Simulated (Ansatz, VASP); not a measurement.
**MoH3 in VASP and in Ansatz**

```
CELL_PARAMETERS angstrom
4.37050 0.00000 0.00000
-2.18525 3.78497 0.00000
0.00000 0.00000 3.02920
ATOMIC_POSITIONS crystal
H 0.17222 0.34444 0.25000
H 0.65556 0.82778 0.25000
H 0.17222 0.82778 0.25000
H 0.82778 0.65556 0.75000
H 0.34444 0.17222 0.75000
H 0.82778 0.17222 0.75000
Mo 0.33333 0.66667 0.75000
Mo 0.66667 0.33333 0.25000
```

Change from the starting cell: species swapped into the Cu3Si type (P6_3/mmc, No. 194).

Alike in both runs: functional PBE; k mesh 3 × 3 × 3; occupations gaussian, width 0.15 eV; no spin polarisation.

Ansatz relaxed the structure, and its values are those at the end. VASP's run is a single point on that final structure, the one shown.

|  | VASP | Ansatz |
| --- | --- | --- |
| version | VASP 6.6.1 | Ansatz 0.2.0 |
| potentials or method | VASP PAW PBE potentials, release 64 (H, Mo_sv), cutoff 500 eV | scalar-relativistic, plane waves, PAW |
| valence electrons in the cell | 34 | 34 |

VASP gave:

| Item | Value |
| --- | --- |
| gap on the k mesh at the Fermi level (eV) | none |
| pressure (GPa) | -0.1 |
| rms of the force components (eV/Å) | 0.002 |

Question: What did Ansatz give for the same quantities?

Answer: gap on the k mesh at the Fermi level (eV): none; pressure (GPa): -0.1; rms of the force components (eV/Å): 0.003.

A gap of «none» marks a metal or a gap that the smearing closes.

The k mesh is coarse, so the values compare programs but aren't converged.
